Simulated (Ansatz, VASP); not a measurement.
## PbS: VASP beside Ansatz

```
CELL_PARAMETERS angstrom
0.00000 3.09537 3.09537
3.09537 0.00000 3.09537
3.09537 3.09537 0.00000
ATOMIC_POSITIONS crystal
Pb 0.00000 0.00000 0.00000
S 0.50000 0.50000 0.50000
```

Change from the starting cell: hydrostatic strain +3.6%.

Alike in both runs: task single point; functional PBE; k mesh 8 × 8 × 8; occupations fermi-dirac, width 0.02 eV; no spin polarisation.

```csv
,VASP,Ansatz
version,VASP 6.6.1,Ansatz 0.2.0
potentials or method,"VASP PAW PBE potentials, release 64 (Pb_d, S)","plane waves, PAW"
plane-wave cutoff (eV),520,420
valence electrons in the cell,20,20
```

|  | VASP | Ansatz | Ansatz less VASP |
| --- | --- | --- | --- |
| gap on the k mesh at the Fermi level (eV) | 0.75 | 0.74 | -0.005 |
| pressure (GPa) | -4.0 | -3.9 | +0.07 |

Neither program's run includes spin-orbit coupling.
